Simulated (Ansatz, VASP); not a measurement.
# WC: VASP beside Ansatz

Contents of INCAR:

```
SYSTEM = WC
  ALGO = Normal
  EDIFF = 1E-7
  ENCUT = 520
  GGA = PE
  ISIF = 2
  ISMEAR = 0
  LASPH = .True.
  LCHARG = .False.
  LREAL = .False.
  LWAVE = .False.
  NBANDS = 16
  NELM = 80
  PREC = Accurate
  SIGMA = 0.15
```

Contents of KPOINTS:

```
k-points
0
Gamma
  18 18 16
  0 0 0
```

File POSCAR:

```
WC
1.0
    2.9005014360      0.0000000000      0.0000000000
   -1.4502507180      2.5119079273      0.0000000000
    0.0000000000      0.0000000000      2.8290000000
W C
1 1
Direct
    0.1153616121      0.0844505613     -0.1060445387
    0.6666666667      0.3333333333      0.5000000000
```

Input for Ansatz:

```yaml
crystal:
  lattice:
    - [2.900501436, 0.0, 0.0]
    - [-1.450250718, 2.5119079273, 0.0]
    - [0.0, 0.0, 2.829]
  atoms:
    - { symbol: W, position: [0.1153616121, 0.0844505613, -0.1060445387] }
    - { symbol: C, position: [0.6666666667, 0.3333333333, 0.5] }
basis:
  ecutwfc: 420
kpoints:
  mp_grid: { grid: [18, 18, 16] }
hamiltonian:
  xc: pbe
scf:
  occupations: { method: gaussian, width: 0.15 }
output:
  forces: true
  stress: true
  eigenvalues: true
  write_density: true
  write_potential: true
  elf: true
  volumetric_format: npy
```

Alike in both runs: task single point; functional PBE; k mesh 18 × 18 × 16; occupations gaussian, width 0.15 eV; no spin polarisation.

|  | VASP | Ansatz |
| --- | --- | --- |
| version | VASP 6.6.1 | Ansatz 0.2.0 |
| potentials or method | VASP PAW PBE potentials, release 64 (W_sv, C), cutoff 520 eV | scalar-relativistic, plane waves, PAW |
| valence electrons in the cell | 18 | 18 |

```tsv
	VASP	Ansatz	Ansatz less VASP
gap on the k mesh at the Fermi level (eV)	none	none	-
rms of the force components (eV/Å)	5.622	5.573	-0.0493
```

Atom by atom the forces differ by 0.050 eV/Å (rms over components). A gap of «none» marks a metal or a gap that the smearing closes. The functional is the same, so the differences come from potentials, cutoffs and numerics.

Neither program's run includes spin-orbit coupling.
